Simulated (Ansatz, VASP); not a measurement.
# One calculation of Si2W, two programs

INCAR

```
  PREC = Accurate
  ENCUT = 520
  EDIFF = 1E-7
  ISMEAR = 0
  SIGMA = 0.15
  LREAL = False
  LASPH = True
  NELM = 80
  ALGO = Normal
  ISIF = 2
  LWAVE = False
  LCHARG = False
  GGA = PE
  NBANDS = 18
```

Contents of KPOINTS:

```
regular mesh
0
Gamma
  20 20 20
```

The input POSCAR:

```
Si2W
1.0
   -1.6144976568      1.6144976568      3.9334139095
    1.6144976568     -1.6144976568      3.9334139095
    1.6144976568      1.6144976568     -3.9334139095
Si W
2 1
Direct
    0.3345744059      0.3578014449      0.0232270390
    0.6654255941      0.6886526331      0.0232270390
    0.0000000000      0.0000000000      0.0000000000
```

Input for Ansatz:

```yaml
crystal:
  lattice:
    - [-1.6144976568, 1.6144976568, 3.9334139095]
    - [1.6144976568, -1.6144976568, 3.9334139095]
    - [1.6144976568, 1.6144976568, -3.9334139095]
  atoms:
    - { symbol: Si, position: [0.3345744059, 0.3578014449, 0.023227039] }
    - { symbol: Si, position: [0.6654255941, 0.6886526331, 0.023227039] }
    - { symbol: W, position: [0.0, 0.0, 0.0] }
basis:
  ecutwfc: 420
kpoints:
  mp_grid: { grid: [20, 20, 20] }
hamiltonian:
  xc: pbe
scf:
  occupations: { method: gaussian, width: 0.15 }
output:
  forces: true
  stress: true
  eigenvalues: true
  write_density: true
  write_potential: true
  elf: true
  volumetric_format: npy
```

Change from the starting cell: all Si atoms moved +0.075 Å, as atom 1 along Cartesian [1 0 0].

Alike in both runs: task single point; functional PBE; k mesh 20 × 20 × 20; occupations gaussian, width 0.15 eV; no spin polarisation.

|  | VASP | Ansatz |
| --- | --- | --- |
| version | VASP 6.6.1 | Ansatz 0.2.0 |
| potentials or method | VASP PAW PBE potentials, release 64 (Si, W_sv), cutoff 520 eV | scalar-relativistic, plane waves, PAW |
| valence electrons in the cell | 22 | 22 |

|  | VASP | Ansatz | Ansatz less VASP |
| --- | --- | --- | --- |
| gap on the k mesh at the Fermi level (eV) | none | none | - |
| pressure (GPa) | 0.5 | 0.5 | -0.09 |
| traceless stress, the component that is largest in VASP (GPa) | 0.23 | 0.20 | -0.026 |
| rms of the force components (eV/Å) | 0.310 | 0.310 | -0.0006 |

Atom by atom the forces differ by 0.001 eV/Å (rms over components). A gap of «none» marks a metal or a gap that the smearing closes.

Spin-orbit coupling is off throughout.
